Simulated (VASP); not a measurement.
Write the native input for VASP 6.6.1 that does the following.

* Task: single point
* Functional: PBE
* Potentials or basis: VASP PAW PBE potentials, release 64 (Mg, F)
* Cutoff: 600 eV
* k mesh: 6 × 6 × 8
* Occupations: gaussian, width 0.02 eV
* Spin: no spin polarisation
* Dipole correction: no
* Further INCAR settings: ALGO = Normal; EDIFF = 1e-06; NBANDS = 25

The structure of MgF2 lies in POSCAR:

```
MgF2
1.0
    4.6271173328      0.0000000000      0.0000000000
    0.0000000000      4.6271173328      0.0000000000
    0.0000000000      0.0000000000      3.1208288327
Mg F
2 4
Direct
    0.5000000000      0.5000000000      0.5000000000
    0.0000000000      0.0000000000      0.0000000000
    0.6964323178      0.6964323178      0.0000000000
    0.8035676822      0.1964323178      0.5000000000
    0.3035676822      0.3035676822      0.0000000000
    0.1964323178      0.8035676822      0.5000000000
```

This cell differs from its parent crystal: biaxial strain in the a-b plane: -1.5 %.

These files were run (other wordings do the same):

INCAR

```
SYSTEM = MgF2
ALGO = Normal
EDIFF = 1E-6
ENCUT = 600
GGA = PE
GGA_COMPAT = .FALSE.
ISIF = 2
ISMEAR = 0
LASPH = .TRUE.
LCHARG = .TRUE.
LELF = .TRUE.
LREAL = .FALSE.
LVHAR = .TRUE.
LWAVE = .FALSE.
NBANDS = 25
NELM = 120
PREC = Accurate
SIGMA = 0.02
```

KPOINTS

```
k-points
0
G
  6 6 8
  0 0 0
```

Potentials or basis: VASP PAW PBE potentials, release 64 (Mg, F).

Command:

```bash
$ cat potpaw_PBE.64/Mg/POTCAR potpaw_PBE.64/F/POTCAR > POTCAR
$ mpirun -np 1 vasp_std > vasp.out
```

It gave:

- Pressure: 0.9 GPa
- Largest force: 0.004 eV/Å
- Band gap on the k mesh: 6.91 eV, direct

Caveat: the cell differs from its parent crystal (biaxial strain in the a-b plane: -1.5 %).

It took 31 s on 1 thread of Intel(R) Xeon(R) 6975P-C (Granite Rapids) (shared host), peak memory 0.24 GiB.
